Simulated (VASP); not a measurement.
# BeZnF4 (F-43m) in VASP: further runs

The runs below take BeZnF4 through single point, relaxation of cell and atoms, with PBE.

Everything below comes from runs of VASP 6.6.1. Logs are shortened: lines on timing, memory, paths and dates and some standing lists are left out, and cuts for length are marked.

### Step 1. The cell of the first run

It takes space group F-43m (No. 216, cubic). Conventional cell: a = 7.201 Å, b = 7.201 Å, c = 7.201 Å, α = 90.00°, β = 90.00°, γ = 90.00°. Within 1.9 Å of Be (site symmetry -43m) lie 4 F at 1.43 Å. Within 2.2 Å of Zn (site symmetry -43m) lie 4 F at 1.69 Å. F (site symmetry 3m) has 1 Be at 1.43 Å and 1 Zn at 1.69 Å within 1.9 Å.

### Step 2. Single point, PBE

INCAR

```
  PREC = Accurate
  ENCUT = 520
  EDIFF = 1E-6
  ISMEAR = 0
  SIGMA = 0.1
  LREAL = F
  LASPH = T
  NELM = 80
  ALGO = Normal
  ISIF = 2
  LWAVE = F
  LCHARG = F
  GGA = PE
  NBANDS = 30
```

KPOINTS

```
Automatic mesh
0
Gamma
  4 4 4
```

POSCAR

```
BeZnF4
1.0
    0.0000000000      3.6005892400      3.6005892400
    3.6005892400      0.0000000000      3.6005892400
    3.6005892400      3.6005892400      0.0000000000
Be Zn F
1 1 4
Direct
    0.2500000000      0.2500000000      0.2500000000
    0.5000000000      0.5000000000      0.5000000000
    0.3647156300      0.9058531100      0.3647156300
    0.3647156300      0.3647156300      0.3647156300
    0.9058531100      0.3647156300      0.3647156300
    0.3647156300      0.3647156300      0.9058531100
```

Potentials or basis: VASP PAW PBE potentials, release 64 (Be, Zn, F).

Launch:

```
$ cat potpaw_PBE.64/Be/POTCAR potpaw_PBE.64/Zn/POTCAR potpaw_PBE.64/F/POTCAR > POTCAR
$ mpirun -np 1 vasp_std > vasp.out
```

OUTCAR:

```text
PREC = Accurate
   ENCUT = 520
   EDIFF = 1E-6
   ISMEAR = 0
   LREAL = F
   LASPH = T
   NELM = 80
   ISIF = 2
   GGA = PE

 ion  position               nearest neighbor table
   1  0.250  0.250  0.250-   4 1.43   3 1.43   5 1.43   6 1.43
   2  0.500  0.500  0.500-   3 1.69   4 1.69   5 1.69   6 1.69
   3  0.365  0.906  0.365-   1 1.43   2 1.69
   4  0.365  0.365  0.365-   1 1.43   2 1.69
   5  0.906  0.365  0.365-   1 1.43   2 1.69
   6  0.365  0.365  0.906-   1 1.43   2 1.69

  LATTYP: Found a face centered cubic cell.
 ALAT       =     7.2011784800

  Lattice vectors:

 A1 = (   0.0000000000,   3.6005892400,   3.6005892400)
 A2 = (   3.6005892400,   0.0000000000,   3.6005892400)
 A3 = (   3.6005892400,   3.6005892400,   0.0000000000)

Analysis of symmetry for initial positions (statically):
=====================================================================
 Subroutine PRICEL returns:
 Original cell was already a primitive cell.

 Routine SETGRP: Setting up the symmetry group for a
 face centered cubic supercell.

 Subroutine GETGRP returns: Found 24 space group operations
 (whereof 24 operations were pure point group operations)
 out of a pool of 48 trial point group operations.

The static configuration has the point symmetry T_d .

Analysis of symmetry for dynamics (positions and initial velocities):
=====================================================================
 Subroutine PRICEL returns:
 Original cell was already a primitive cell.

 Routine SETGRP: Setting up the symmetry group for a
 face centered cubic supercell.

 Subroutine GETGRP returns: Found 24 space group operations
 (whereof 24 operations were pure point group operations)
 out of a pool of 48 trial point group operations.

The dynamic configuration has the point symmetry T_d .

 Subroutine INISYM returns: Found 24 space group operations
 (whereof 24 operations are pure point group operations),
 and found     1 'primitive' translations

----------------------------------------------------------------------------------------

                                     Primitive cell

  volume of cell :      93.3578
[... 77 lines left out ...]
   LASPH  =      T    aspherical Exc in radial PAW
   ENCUT  =  520.0 eV  38.22 Ry    6.18 a.u.   9.47  9.47  9.47*2*pi/ulx,y,z
   NELM   =     80;   NELMIN=  2; NELMDL= -5     # of ELM steps
   EDIFF  = 0.1E-05   stopping-criterion for ELM
   LREAL  =      F    real-space projection
   EDIFFG = 0.1E-04   stopping-criterion for IOM
   NSW    =      0    number of steps for IOM
   IBRION =     -1    ionic relax: 0-MD 1-quasi-New 2-CG
   NFREE  =      0    steps in history (QN), initial steepest desc. (CG)
   ISIF   =      2    stress and relaxation
   ISYM   =      2    0-nonsym 1-usesym 2-fastsym
   POTIM  = 0.5000    time-step for ionic-motion
   TEBEG  =    0.0;   TEEND  =   0.0 temperature during run
   PSTRESS=    0.0 pullay stress
   NELECT =      42.0000    total number of electrons
   NUPDOWN=      -1.0000    fix difference up-down
   EMIN   =  10.00;   EMAX   =-10.00  energy-range for DOS
   EFERMI =   0.00;   METHOD = LEGACY
   ISMEAR =     0;   SIGMA  =   0.10  broadening in eV -4-tet -1-fermi 0-gaus
   EFERMI_NEDOS =   21; number of points for ismear=-14 and -15
   IALGO  =     38    algorithm
   IMIX   =      4    mixing-type and parameters
     AMIX     =   0.40;   BMIX     =  1.00
     AMIX_MAG =   1.60;   BMIX_MAG =  1.00
  volume/ion in A,a.u.               =      15.56       105.00
  Fermi-wavevector in a.u.,A,eV,Ry     =   1.254414  2.370499 21.409521  1.573555
  Thomas-Fermi vector in A             =   2.388220
   LORBIT       =      0    0 simple, 1 ext, 2 COOP (PROOUT), +10 PAW based schemes
   GGA     = PE    functional components
   LHFCALC =     F    Hartree Fock is set to
   AEXX    =    0.0000 exact exchange contribution
   IVDW    =     0    specifies the selected vdW correction
   LEPSILON=     F    determine dielectric tensor
   LRPA    =     F    only Hartree local field effects (RPA)
 non-spin polarized calculation
 Gauss-broadening in eV      SIGMA  =   0.10
  energy-cutoff  :      520.00
  volume of cell :       93.36
 maximum number of plane-waves:      2565
 NGX is ok and might be reduce to    40
   NGX = 19   NGY = 19   NGZ = 19

 number of electron      42.0000014 magnetization

 Free energy of the ion-electron system (eV)
  ---------------------------------------------------
  ext. energy  EPLUGINS =         0.00000000
  ---------------------------------------------------
  free energy    TOTEN  =       -25.37241922 eV

  energy without entropy =      -25.37241922  energy(sigma->0) =      -25.37241922

 E-fermi :  -2.5181     XC(G=0):  -7.3569

 val. band max:       -2.9905820319   @ k =   0.0000   0.0000   0.0000
 cond. band min:       2.4425635943   @ k =   0.0000   0.0000   0.0000
 fundamental gap:      5.4331456262
 Fermi energy:        -2.5180664823

 k-point     1 :       0.0000    0.0000    0.0000
  band No.  band energies     occupation
      1     -26.0378      2.00000
      2     -25.1353      2.00000
      3     -25.1353      2.00000
      4     -25.1353      2.00000
      5     -10.4724      2.00000
      6      -9.1534      2.00000
[... 253 lines left out ...]
     29      12.5005      0.00000
     30      13.6205      0.00000

------------------------ aborting loop because EDIFF is reached ----------------------------------------

  FORCE on cell =-STRESS in cart. coord.  units (eV):
  Direction    XX          YY          ZZ          XY          YZ          ZX
  --------------------------------------------------------------------------------------
  -------------------------------------------------------------------------------------
  Total       19.7464777     19.7464777     19.7464777     -0.0000000      0.0000000      0.0000000
  in kB      338.8827691    338.8827691    338.8827691     -0.0000000      0.0000000      0.0000000
  external PRESSURE =     338.8827691 kB  Pullay stress =       0.0000000 kB

 VOLUME and BASIS-vectors are now :
 -----------------------------------------------------------------------------
  energy-cutoff  :      520.00
  volume of cell :       93.36
      direct lattice vectors                 reciprocal lattice vectors
     0.000000000  3.600589240  3.600589240    -0.138866160  0.138866160  0.138866160
     3.600589240  0.000000000  3.600589240     0.138866160 -0.138866160  0.138866160
     3.600589240  3.600589240  0.000000000     0.138866160  0.138866160 -0.138866160

 POSITION                                       TOTAL-FORCE (eV/Angst)
 -----------------------------------------------------------------------------------
      1.80029      1.80029      1.80029         0.000000      0.000000      0.000000
      3.60059      3.60059      3.60059         0.000000      0.000000      0.000000
      4.57480      2.62638      4.57480         1.448261     -1.448261      1.448261
      2.62638      2.62638      2.62638        -1.448261     -1.448261     -1.448261
      2.62638      4.57480      4.57480        -1.448261      1.448261      1.448261
      4.57480      4.57480      2.62638         1.448261      1.448261     -1.448261
 -----------------------------------------------------------------------------------
    total drift:                                0.000002      0.000002      0.000003

  FREE ENERGIE OF THE ION-ELECTRON SYSTEM (eV)
  ---------------------------------------------------
  free  energy   TOTEN  =       -25.3724192204 eV

  energy  without entropy=      -25.3724192204  energy(sigma->0) =      -25.37241922
```

Wall time 25 s (1 thread of AMD EPYC 9R14 (Zen 4), shared host); peak memory 0.21 GiB.

Results:

- Free energy: -25.3724 eV
- Pressure: 33.9 GPa
- Largest force: 2.508 eV/Å
- Band gap on the k mesh: 5.43 eV, direct

Forces in eV/Å, atoms in the order of the input:
```
Be   0.000  0.000  0.000
Zn   0.000  0.000  0.000
F    1.448 -1.448  1.448
F   -1.448 -1.448 -1.448
F   -1.448  1.448  1.448
F    1.448  1.448 -1.448
```

Caveat: forces of over 1 eV/Å act on the atoms, so gaps and moduli don't describe the material at rest.

### Step 3. Single point, PBE

This run uses another cell than the first one, of 21.60 Å³/atom, 1.388 times its volume.

INCAR

```
SYSTEM = BeZnF4
PREC = Accurate
ENCUT = 520
EDIFF = 1E-6
ISMEAR = 0
SIGMA = 0.1
LREAL = .FALSE.
LASPH = .TRUE.
NELM = 60
ALGO = Normal
ISIF = 2
LWAVE = .FALSE.
LCHARG = .FALSE.
GGA = PE
NBANDS = 30
```

KPOINTS

```
Automatic mesh
0
G
  4 4 4
  0 0 0
```

POSCAR

```
BeZnF4
1.0
    0.0000000000      4.0165128745      4.0165128745
    4.0165128745      0.0000000000      4.0165128745
    4.0165128745      4.0165128745      0.0000000000
Be Zn F
1 1 4
Direct
    0.2500000000      0.2500000000      0.2500000000
    0.5000000000      0.5000000000      0.5000000000
    0.3623393690      0.9129818930      0.3623393690
    0.3623393690      0.3623393690      0.3623393690
    0.9129818930      0.3623393690      0.3623393690
    0.3623393690      0.3623393690      0.9129818930
```

Potentials or basis: VASP PAW PBE potentials, release 64 (Be, Zn, F).

Launch:

```
$ cat potpaw_PBE.64/Be/POTCAR potpaw_PBE.64/Zn/POTCAR potpaw_PBE.64/F/POTCAR > POTCAR
$ mpirun -np 1 vasp_std > vasp.out
```

OUTCAR:

```text
SYSTEM = BeZnF4
   PREC = Accurate
   ENCUT = 520
   EDIFF = 1E-6
   ISMEAR = 0
   LREAL = .FALSE.
   LASPH = .TRUE.
   NELM = 60
   ISIF = 2
   GGA = PE

 ion  position               nearest neighbor table
   1  0.250  0.250  0.250-   4 1.56   3 1.56   5 1.56   6 1.56
   2  0.500  0.500  0.500-   3 1.92   5 1.92   6 1.92   4 1.92
   3  0.362  0.913  0.362-   1 1.56   2 1.92
   4  0.362  0.362  0.362-   1 1.56   2 1.92
   5  0.913  0.362  0.362-   1 1.56   2 1.92
   6  0.362  0.362  0.913-   1 1.56   2 1.92

  LATTYP: Found a face centered cubic cell.
 ALAT       =     8.0330257490

  Lattice vectors:

 A1 = (   0.0000000000,   4.0165128745,   4.0165128745)
 A2 = (   4.0165128745,   0.0000000000,   4.0165128745)
 A3 = (   4.0165128745,   4.0165128745,   0.0000000000)

Analysis of symmetry for initial positions (statically):
=====================================================================
 Subroutine PRICEL returns:
 Original cell was already a primitive cell.

 Routine SETGRP: Setting up the symmetry group for a
[... 160 lines left out ...]

 val. band max:       -5.5769814606   @ k =  -0.2500   0.2500   0.0000
 cond. band min:       0.2672083247   @ k =   0.0000   0.0000   0.0000
 fundamental gap:      5.8441897853
 Fermi energy:        -5.0585989869

 k-point     1 :       0.0000    0.0000    0.0000
  band No.  band energies     occupation
      1     -26.1310      2.00000
      2     -25.5990      2.00000
      3     -25.5990      2.00000
      4     -25.5990      2.00000
      5     -10.4759      2.00000
      6      -9.4355      2.00000
[... 253 lines left out ...]
     29       8.8891      0.00000
     30       9.8911      0.00000

------------------------ aborting loop because EDIFF is reached ----------------------------------------

  FORCE on cell =-STRESS in cart. coord.  units (eV):
  Direction    XX          YY          ZZ          XY          YZ          ZX
  --------------------------------------------------------------------------------------
  -------------------------------------------------------------------------------------
  Total        0.0810485      0.0810485      0.0810485      0.0000000      0.0000000      0.0000000
  in kB        1.0020233      1.0020233      1.0020233      0.0000000      0.0000000      0.0000000
  external PRESSURE =       1.0020233 kB  Pullay stress =       0.0000000 kB

 VOLUME and BASIS-vectors are now :
 -----------------------------------------------------------------------------
  energy-cutoff  :      520.00
  volume of cell :      129.59
      direct lattice vectors                 reciprocal lattice vectors
     0.000000000  4.016512875  4.016512875    -0.124486094  0.124486094  0.124486094
     4.016512875  0.000000000  4.016512875     0.124486094 -0.124486094  0.124486094
     4.016512875  4.016512875  0.000000000     0.124486094  0.124486094 -0.124486094

 POSITION                                       TOTAL-FORCE (eV/Angst)
 -----------------------------------------------------------------------------------
      2.00826      2.00826      2.00826         0.000000     -0.000000     -0.000000
      4.01651      4.01651      4.01651         0.000000     -0.000000     -0.000000
      5.12234      2.91068      5.12234         0.037558     -0.037558      0.037558
      2.91068      2.91068      2.91068        -0.037558     -0.037558     -0.037558
      2.91068      5.12234      5.12234        -0.037558      0.037558      0.037558
      5.12234      5.12234      2.91068         0.037558      0.037558     -0.037558
 -----------------------------------------------------------------------------------
    total drift:                               -0.000002     -0.000002     -0.000001

  FREE ENERGIE OF THE ION-ELECTRON SYSTEM (eV)
  ---------------------------------------------------
  free  energy   TOTEN  =       -28.4305018986 eV

  energy  without entropy=      -28.4305018986  energy(sigma->0) =      -28.43050190
```

OSZICAR:

```text
N       E                     dE             d eps       ncg     rms          rms(c)
DAV:   1     0.402017965259E+03    0.40202E+03   -0.21064E+04   480   0.139E+03
DAV:   2     0.131405815376E+02   -0.38888E+03   -0.36804E+03   548   0.372E+02
DAV:   3    -0.310317782919E+02   -0.44172E+02   -0.43962E+02   564   0.139E+02
DAV:   4    -0.318173821822E+02   -0.78560E+00   -0.78486E+00   554   0.206E+01
DAV:   5    -0.318253821933E+02   -0.80000E-02   -0.79991E-02   584   0.207E+00    0.123E+01
DAV:   6    -0.284996446600E+02    0.33257E+01   -0.85555E+00   726   0.396E+01    0.650E+00
DAV:   7    -0.284563731137E+02    0.43272E-01   -0.18023E+00   736   0.124E+01    0.433E+00
DAV:   8    -0.284452878764E+02    0.11085E-01   -0.50141E-01   600   0.123E+01    0.859E-01
DAV:   9    -0.284295266343E+02    0.15761E-01   -0.68346E-02   686   0.975E+00    0.269E-01
DAV:  10    -0.284319737898E+02   -0.24472E-02   -0.36530E-02   668   0.448E+00    0.332E-01
DAV:  11    -0.284306559220E+02    0.13179E-02   -0.17209E-02   642   0.425E+00    0.105E-01
DAV:  12    -0.284305403170E+02    0.11561E-03   -0.18114E-03   580   0.561E-01    0.483E-02
DAV:  13    -0.284305090720E+02    0.31245E-04   -0.34598E-04   586   0.166E-01    0.119E-02
DAV:  14    -0.284305067959E+02    0.22761E-05   -0.54914E-05   534   0.597E-02    0.152E-02
DAV:  15    -0.284305018945E+02    0.49015E-05   -0.17049E-05   590   0.169E-01    0.434E-03
DAV:  16    -0.284305018986E+02   -0.41118E-08   -0.41171E-06   558   0.520E-02
   1 F= -.28430502E+02 E0= -.28430502E+02  d E =-.418782E-13
```

It took 30 s on 1 thread of AMD EPYC 9R14 (Zen 4), shared host; peak memory 0.22 GiB.

What came out:

```yaml
Free_energy: -28.4305 eV
Pressure: 0.1 GPa
Largest_force: 0.065 eV/Å
Band_gap_on_the_k_mesh: 5.84 eV, indirect (least direct gap 5.90 eV)
```

Forces in eV/Å, atoms in the order of the input:
```
Be   0.000  0.000  0.000
Zn   0.000  0.000  0.000
F    0.038 -0.038  0.038
F   -0.038 -0.038 -0.038
F   -0.038  0.038  0.038
F    0.038  0.038 -0.038
```

A k mesh can miss the band edges. Expect the measured gap to be larger: semilocal functionals such as PBE lack the derivative discontinuity.

### Step 4. Single point, PBE

This run uses another cell than the first one, of 21.57 Å³/atom, 1.386 times its volume.

INCAR

```
ALGO = Normal
EDIFF = 1E-6
ENCUT = 520
GGA = PE
ISIF = 2
ISMEAR = 0
LASPH = True
LCHARG = False
LREAL = False
LWAVE = False
NBANDS = 30
NELM = 80
PREC = Accurate
SIGMA = 0.01
```

KPOINTS

```
k-points
0
Gamma
  6 6 6
```

POSCAR

```
BeZnF4
1.0
    0.0000000000      4.0147102116      4.0147102116
    4.0147102116      0.0000000000      4.0147102116
    4.0147102116      4.0147102116      0.0000000000
Be Zn F
1 1 4
Direct
    0.7500000000      0.7500000000      0.7500000000
    0.5000000000      0.5000000000      0.5000000000
    0.0869647308      0.6376784231      0.6376784231
    0.6376784231      0.0869647308      0.6376784231
    0.6376784231      0.6376784231      0.0869647308
    0.6376784231      0.6376784231      0.6376784231
```

Launch:

```
$ cat potpaw_PBE.64/Be/POTCAR potpaw_PBE.64/Zn/POTCAR potpaw_PBE.64/F/POTCAR > POTCAR
$ mpirun -np 1 vasp_std > vasp.out
```

It took 52 s on 1 thread of AMD EPYC 9R14 (Zen 4), shared host; peak memory 0.24 GiB.

The run converged. Its results:

```yaml
Free_energy: -28.4303 eV
Pressure: 0.2 GPa
Largest_force: 0.056 eV/Å
Band_gap_on_the_k_mesh: 5.85 eV, indirect (least direct gap 5.90 eV)
```

Forces on the atoms (eV/Å):
```
Be   0.000  0.000  0.000
Zn   0.000  0.000  0.000
F    0.032 -0.032 -0.032
F   -0.032  0.032 -0.032
F   -0.032 -0.032  0.032
F    0.032  0.032  0.032
```

Levels at points of the mesh, in eV from the valence-band top:
```
           k point  band 18  band 19  band 20  band 21  band 22  band 23  band 24  band 25
(0.00, 0.00, 0.00)    -0.24    -0.06    -0.06    -0.06     5.85    10.31    11.80    11.80
(0.50, 0.00, 0.00)    -0.40    -0.24    -0.01    -0.01     7.08     8.75    11.16    11.71
(0.50, 0.50, 0.00)    -0.71    -0.06    -0.06    -0.05     7.51     9.07    10.44    11.12
```

A k mesh can miss the band edges.

[end of part 1 of 2]
